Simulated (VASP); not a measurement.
# Pb (Fm-3m) in VASP: further runs

Runs on Pb. Level: PBEsol. Tasks: single point.

All numbers are computed with VASP 6.6.1; they aren't measurements. Logs are shortened: lines on timing, memory, paths and dates and some standing lists are left out, and cuts for length are marked.

## (1) The cell of the first run

Symmetry: Fm-3m, No. 225, cubic system. The conventional cell has a = 4.275 Å, b = 4.275 Å, c = 4.275 Å, α = 90.00°, β = 90.00°, γ = 90.00°. Pb (site symmetry m-3m) has 12 Pb at 3.02 Å within 4.0 Å.

## (2) Single point, PBEsol (19.53 Å³/atom)

Contents of INCAR:

```
  ALGO = Normal
  EDIFF = 1E-6
  ENCUT = 520
  GGA = PS
  ISIF = 2
  ISMEAR = -1
  LASPH = True
  LCHARG = False
  LREAL = False
  LWAVE = False
  NBANDS = 13
  NELM = 100
  PREC = Accurate
  SIGMA = 0.1
```

Contents of KPOINTS:

```
k-points
0
Gamma
  15 15 15
```

Contents of POSCAR:

```
Pb
1.0
    0.0000000000      2.1373098038      2.1373098038
    2.1373098038      0.0000000000      2.1373098038
    2.1373098038      2.1373098038      0.0000000000
Pb
1
Direct
    0.0000000000      0.0000000000      0.0000000000
```

Potentials or basis: VASP PAW PBE potentials, release 64 (Pb_d).

On the command line:

```
$ cat potpaw_PBE.64/Pb_d/POTCAR > POTCAR
$ mpirun -np 1 vasp_std > vasp.out
```

OUTCAR:

```text
EDIFF = 1E-6
   ENCUT = 520
   GGA = PS
   ISIF = 2
   ISMEAR = -1
   LASPH = True
   LREAL = False
   NELM = 100
   PREC = Accurate

 ion  position               nearest neighbor table
   1  0.000  0.000  0.000-

  LATTYP: Found a face centered cubic cell.
 ALAT       =     4.2746196076

  Lattice vectors:

 A1 = (   0.0000000000,   2.1373098038,   2.1373098038)
 A2 = (   2.1373098038,   0.0000000000,   2.1373098038)
 A3 = (   2.1373098038,   2.1373098038,   0.0000000000)

Analysis of symmetry for initial positions (statically):
=====================================================================
 Subroutine PRICEL returns:
 Original cell was already a primitive cell.

 Routine SETGRP: Setting up the symmetry group for a
 face centered cubic supercell.

 Subroutine GETGRP returns: Found 48 space group operations
 (whereof 48 operations were pure point group operations)
 out of a pool of 48 trial point group operations.

The static configuration has the point symmetry O_h .

Analysis of symmetry for dynamics (positions and initial velocities):
=====================================================================
 Subroutine PRICEL returns:
 Original cell was already a primitive cell.

 Routine SETGRP: Setting up the symmetry group for a
 face centered cubic supercell.

 Subroutine GETGRP returns: Found 48 space group operations
 (whereof 48 operations were pure point group operations)
 out of a pool of 48 trial point group operations.

The dynamic configuration has the point symmetry O_h .

 Subroutine INISYM returns: Found 48 space group operations
 (whereof 48 operations are pure point group operations),
 and found     1 'primitive' translations

----------------------------------------------------------------------------------------

                                     Primitive cell

  volume of cell :      19.5269

  direct lattice vectors                    reciprocal lattice vectors
     0.000000000  2.137309804  2.137309804    -0.233938945  0.233938945  0.233938945
     2.137309804  0.000000000  2.137309804     0.233938945 -0.233938945  0.233938945
     2.137309804  2.137309804  0.000000000     0.233938945  0.233938945 -0.233938945

  length of vectors
     3.022612512  3.022612512  3.022612512     0.405194138  0.405194138  0.405194138

  position of ions in fractional coordinates (direct lattice)
     0.000000000  0.000000000  0.000000000

  ion indices of the primitive-cell ions
   primitive index   ion index
                 1           1

----------------------------------------------------------------------------------------

 KPOINTS: k-points

Automatic generation of k-mesh.
 Grid dimensions read from file:
 generate k-points for:   15   15   15

 Generating k-lattice:

  Cartesian coordinates                     Fractional coordinates (reciprocal lattice)
    -0.015595930  0.015595930  0.015595930     0.066666667  0.000000000  0.000000000
     0.015595930 -0.015595930  0.015595930     0.000000000  0.066666667  0.000000000
     0.015595930  0.015595930 -0.015595930     0.000000000  0.000000000  0.066666667

  Length of vectors
     0.027012943  0.027012943  0.027012943

  Shift w.r.t. Gamma in fractional coordinates (k-lattice)
     0.000000000  0.000000000  0.000000000

 Subroutine IBZKPT returns following result:
 ===========================================

 Found    120 irreducible k-points:

 Following reciprocal coordinates:
            Coordinates               Weight
  0.000000  0.000000  0.000000      1.000000
  0.066667  0.000000  0.000000      8.000000
  0.133333  0.000000  0.000000      8.000000
  0.200000  0.000000  0.000000      8.000000
  0.266667  0.000000  0.000000      8.000000
  0.333333  0.000000  0.000000      8.000000
[... 16 lines left out ...]
  0.133333  0.133333  0.000000      6.000000
  0.200000  0.133333  0.000000     24.000000
 [... further k-points ...]
   k-points           NKPTS =    120   k-points in BZ     NKDIM =    120   number of bands    NBANDS=     13
   number of dos      NEDOS =    301   number of ions     NIONS =      1
   total plane-waves  NPLWV =  13824
   dimension x,y,z NGX =    24 NGY =   24 NGZ =   24
   dimension x,y,z NGXF=    48 NGYF=   48 NGZF=   48
   ions per type =               1
   NGX,Y,Z   is equivalent  to a cutoff of  13.20, 13.20, 13.20 a.u.
   NGXF,Y,Z  is equivalent  to a cutoff of  26.40, 26.40, 26.40 a.u.
 SYSTEM =  unknown system
   PREC   = accura    normal or accurate (medium, high low for compatibility)
   ISTART =      0    job   : 0-new  1-cont  2-samecut
   ICHARG =      2    charge: 1-file 2-atom 10-const
   ISPIN  =      1    spin polarized calculation?
   LNONCOLLINEAR =      F non collinear calculations
   LSORBIT =      F    spin-orbit coupling
   LASPH  =      T    aspherical Exc in radial PAW
   ENCUT  =  520.0 eV  38.22 Ry    6.18 a.u.   5.62  5.62  5.62*2*pi/ulx,y,z
   NELM   =    100;   NELMIN=  2; NELMDL= -5     # of ELM steps
   EDIFF  = 0.1E-05   stopping-criterion for ELM
   LREAL  =      F    real-space projection
   EDIFFG = 0.1E-04   stopping-criterion for IOM
   NSW    =      0    number of steps for IOM
   IBRION =     -1    ionic relax: 0-MD 1-quasi-New 2-CG
   NFREE  =      0    steps in history (QN), initial steepest desc. (CG)
   ISIF   =      2    stress and relaxation
   ISYM   =      2    0-nonsym 1-usesym 2-fastsym
   POTIM  = 0.5000    time-step for ionic-motion
   TEBEG  =    0.0;   TEEND  =   0.0 temperature during run
   PSTRESS=    0.0 pullay stress
   NELECT =      14.0000    total number of electrons
   NUPDOWN=      -1.0000    fix difference up-down
   EMIN   =  10.00;   EMAX   =-10.00  energy-range for DOS
   EFERMI =   0.00;   METHOD = LEGACY
   ISMEAR =    -1;   SIGMA  =   0.10  broadening in eV -4-tet -1-fermi 0-gaus
   EFERMI_NEDOS =   21; number of points for ismear=-14 and -15
   IALGO  =     38    algorithm
   IMIX   =      4    mixing-type and parameters
     AMIX     =   0.40;   BMIX     =  1.00
     AMIX_MAG =   1.60;   BMIX_MAG =  1.00
  volume/ion in A,a.u.               =      19.53       131.77
  Fermi-wavevector in a.u.,A,eV,Ry     =   1.465233  2.768889 29.210454  2.146908
  Thomas-Fermi vector in A             =   2.581114
   LORBIT       =      0    0 simple, 1 ext, 2 COOP (PROOUT), +10 PAW based schemes
   GGA     = PS    functional components
   LHFCALC =     F    Hartree Fock is set to
   AEXX    =    0.0000 exact exchange contribution
   IVDW    =     0    specifies the selected vdW correction
   LEPSILON=     F    determine dielectric tensor
   LRPA    =     F    only Hartree local field effects (RPA)
 non-spin polarized calculation
  energy-cutoff  :      520.00
  volume of cell :       19.53
 maximum number of plane-waves:       535
   NGX = 11   NGY = 11   NGZ = 11

 number of electron      14.0000000 magnetization

 Free energy of the ion-electron system (eV)
  ---------------------------------------------------
  ext. energy  EPLUGINS =         0.00000000
  ---------------------------------------------------
  free energy    TOTEN  =        -2.74690878 eV

  energy without entropy =       -2.73489796  energy(sigma->0) =       -2.74090337

 E-fermi :  13.5980     XC(G=0): -12.6460

 val. band max:       13.5907775077   @ k =  -0.4000   0.4667   0.0667
 cond. band min:      13.6193764466   @ k =  -0.3333   0.4667   0.2000
 fundamental gap:      0.0285989389
 Fermi energy:        13.5979740197

 k-point     1 :       0.0000    0.0000    0.0000
  band No.  band energies     occupation
      1      -4.5182      2.00000
      2      -4.5182      2.00000
      3      -4.5182      2.00000
      4      -4.0211      2.00000
      5      -4.0211      2.00000
      6      -2.4308      2.00000
      7      22.7807      0.00000
      8      24.2197      0.00000
      9      24.2197      0.00000
     10      24.2197      0.00000
     11      29.7879      0.00000
     12      29.7879      0.00000
     13      29.8083      0.00000

 k-point     2 :       0.0667    0.0000    0.0000
  band No.  band energies     occupation
      1      -4.5253      2.00000
      2      -4.4972      2.00000
      3      -4.4972      2.00000
      4      -4.0249      2.00000
      5      -4.0249      2.00000
      6      -2.3000      2.00000
      7      22.4187      0.00000
      8      23.2242      0.00000
      9      24.1449      0.00000
     10      24.1449      0.00000
     11      29.2521      0.00000
     12      29.7290      0.00000
     13      29.7290      0.00000

 k-point     3 :       0.1333    0.0000    0.0000
  band No.  band energies     occupation
      1      -4.5545      2.00000
      2      -4.4468      2.00000
      3      -4.4468      2.00000
      4      -4.0254      2.00000
      5      -4.0254      2.00000
      6      -1.8960      2.00000
      7      19.9479      0.00000
      8      23.1643      0.00000
      9      23.9060      0.00000
     10      23.9060      0.00000
     11      28.3165      0.00000
     12      29.3713      0.00000
     13      29.3713      0.00000
[... 305 lines left out ...]
 k-point    23 :       0.1333    0.1333    0.0000
  band No.  band energies     occupation
      1      -4.6261      2.00000
      2      -4.3655      2.00000
      3      -4.3655      2.00000
      4      -4.1517      2.00000
      5      -3.9556      2.00000
      6      -1.7200      2.00000
      7      21.9164      0.00000
      8      21.9164      0.00000
      9      22.2482      0.00000
     10      22.5236      0.00000
     11      26.1670      0.00000
     12      30.3202      0.00000
     13      30.3202      0.00000

 k-point    24 :       0.2000    0.1333    0.0000
  band No.  band energies     occupation
      1      -4.6677      2.00000
      2      -4.3096      2.00000
      3      -4.2950      2.00000
      4      -4.2051      2.00000
      5      -3.9146      2.00000
      6      -1.2149      2.00000
      7      19.2840      0.00000
      8      21.1139      0.00000
      9      22.0933      0.00000
     10      23.5246      0.00000
     11      24.6297      0.00000
     12      30.3389      0.00000
     13      30.5815      0.00000

 [... further k-points ...]

------------------------ aborting loop because EDIFF is reached ----------------------------------------

  FORCE on cell =-STRESS in cart. coord.  units (eV):
  Direction    XX          YY          ZZ          XY          YZ          ZX
  --------------------------------------------------------------------------------------
  -------------------------------------------------------------------------------------
  Total        7.1520991      7.1520991      7.1520991     -0.0000000     -0.0000000     -0.0000000
  in kB      586.8291436    586.8291436    586.8291436     -0.0000000     -0.0000000     -0.0000000
  external PRESSURE =     586.8291436 kB  Pullay stress =       0.0000000 kB

 VOLUME and BASIS-vectors are now :
 -----------------------------------------------------------------------------
  energy-cutoff  :      520.00
  volume of cell :       19.53
      direct lattice vectors                 reciprocal lattice vectors
     0.000000000  2.137309804  2.137309804    -0.233938945  0.233938945  0.233938945
     2.137309804  0.000000000  2.137309804     0.233938945 -0.233938945  0.233938945
     2.137309804  2.137309804  0.000000000     0.233938945  0.233938945 -0.233938945

 POSITION                                       TOTAL-FORCE (eV/Angst)
 -----------------------------------------------------------------------------------
      0.00000      0.00000      0.00000         0.000000     -0.000000      0.000000
 -----------------------------------------------------------------------------------
    total drift:                               -0.000000      0.000000      0.000000

  FREE ENERGIE OF THE ION-ELECTRON SYSTEM (eV)
  ---------------------------------------------------
  free  energy   TOTEN  =        -2.7469087771 eV

  energy  without entropy=       -2.7348979551  energy(sigma->0) =       -2.74090337
```

Wall time 28 s (1 thread of Intel Xeon 8259CL, shared host); peak memory 0.16 GiB.

What came out:

```
Free energy            : -2.7469 eV
Pressure               : 58.7 GPa
Band gap on the k mesh : zero (bands 7 and 8 overlap by 12.01 eV)
```

Caveat: the cell stands under pressure; the PAW data sets were made with another functional, which shifts forces and pressure a little; spin-orbit coupling is left out, which moves the levels of the heavy elements.

## (3) Single point, PBEsol

This run uses another cell than the first one, of 22.53 Å³/atom.

Contents of INCAR:

```
SYSTEM = Pb
PREC = Accurate
ENCUT = 520
EDIFF = 1E-6
ISMEAR = -1
SIGMA = 0.1
LREAL = .False.
LASPH = .True.
NELM = 100
ALGO = Normal
ISIF = 2
LWAVE = .False.
LCHARG = .False.
GGA = PS
NBANDS = 13
```

Contents of KPOINTS:

```
Automatic mesh
0
Gamma
  15 15 15
  0 0 0
```

Contents of POSCAR:

```
Pb
1.0
    0.0000000000      2.2417307380      2.2417307380
    2.2417307380      0.0000000000      2.2417307380
    2.2417307380      2.2417307380      0.0000000000
Pb
1
Direct
    0.0000000000      0.0000000000      0.0000000000
```

Potentials or basis: VASP PAW PBE potentials, release 64 (Pb_d).

On the command line:

```
$ cat potpaw_PBE.64/Pb_d/POTCAR > POTCAR
$ mpirun -np 1 vasp_std > vasp.out
```

It took 27 s on 1 thread of Intel Xeon 8259CL, shared host; peak memory 0.16 GiB.

Results (log left out):

```
Free energy            : -3.5232 eV
Pressure               : 27.4 GPa
Band gap on the k mesh : zero (bands 7 and 8 overlap by 11.95 eV)
```

Levels at points of the mesh, in eV from the Fermi level:
```
           k point  band 5  band 6  band 7  band 8  band 9  band 10
(0.00, 0.00, 0.00)  -17.29  -14.43    9.51    9.63    9.63     9.63
```

Caveat: the cell stands under pressure; the PAW data sets were made with another functional, which shifts forces and pressure a little; spin-orbit coupling is left out, which moves the levels of the heavy elements.

## (4) Single point, PBEsol (25.54 Å³/atom)

This run uses another cell than the first one, of 25.54 Å³/atom.

Contents of INCAR:

```
ALGO     = Normal         # electronic algorithm
EDIFF    = 1E-6           # SCF threshold, eV
ENCUT    = 520            # plane-wave cutoff, eV
GGA      = PS             # functional
ISIF     = 2              # what is computed and relaxed
ISMEAR   = -1             # smearing method
LASPH    = True           # aspherical terms in the spheres
LCHARG   = False          # write CHGCAR
LREAL    = False          # projectors in reciprocal space
LWAVE    = False          # write WAVECAR
NBANDS   = 13             # bands
NELM     = 60             # most SCF steps
PREC     = Accurate       # precision mode
SIGMA    = 0.1            # smearing width, eV
```

Contents of KPOINTS:

```
k-points
0
Gamma
  15 15 15
```

Contents of POSCAR:

```
Pb
1.0
    0.0000000000      2.3372365409      2.3372365409
    2.3372365409      0.0000000000      2.3372365409
    2.3372365409      2.3372365409      0.0000000000
Pb
1
Direct
    0.0000000000      0.0000000000      0.0000000000
```

On the command line:

```
$ cat potpaw_PBE.64/Pb_d/POTCAR > POTCAR
$ mpirun -np 1 vasp_std > vasp.out
```

Wall time 54 s (1 thread of Intel Xeon 8259CL, shared host); peak memory 0.18 GiB.

It converged, with:

- Free energy: -3.8721 eV
- Pressure: 11.3 GPa
- Band gap on the k mesh: zero (bands 7 and 8 overlap by 10.75 eV)

Levels at points of the mesh, in eV from the Fermi level:
| k point | band 4 | band 5 | band 6 | band 7 | band 8 | band 9 | band 10 | band 11 |
| --- | --- | --- | --- | --- | --- | --- | --- | --- |
| (0.00, 0.00, 0.00) | -17.05 | -17.05 | -13.19 | 8.70 | 8.70 | 8.70 | 9.69 | 13.40 |

Caveat: the cell stands under pressure; the PAW data sets were made with another functional, which shifts forces and pressure a little; spin-orbit coupling is left out, which moves the levels of the heavy elements.

## (5) Summary

```tsv
cell	gap on the mesh (eV)	pressure (GPa)
a = 3.023 Å, angles 60.0°, 1 atom	none	58.7
a = 3.170 Å, angles 60.0°, 1 atom	none	27.4
a = 3.305 Å, angles 60.0°, 1 atom	none	11.3
```

Alike in all rows: task single point; level PBEsol; potentials or basis VASP PAW PBE potentials, release 64 (Pb_d); no spin polarisation; k mesh 15 × 15 × 15; cutoff (eV) 520; smearing fermi-dirac 0.1 eV.

Caveats: the cell stands under pressure; the PAW data sets were made with another functional, which shifts forces and pressure a little; spin-orbit coupling is left out, which moves the levels of the heavy elements.

Absolute energies hang on the potentials; compare differences alone.
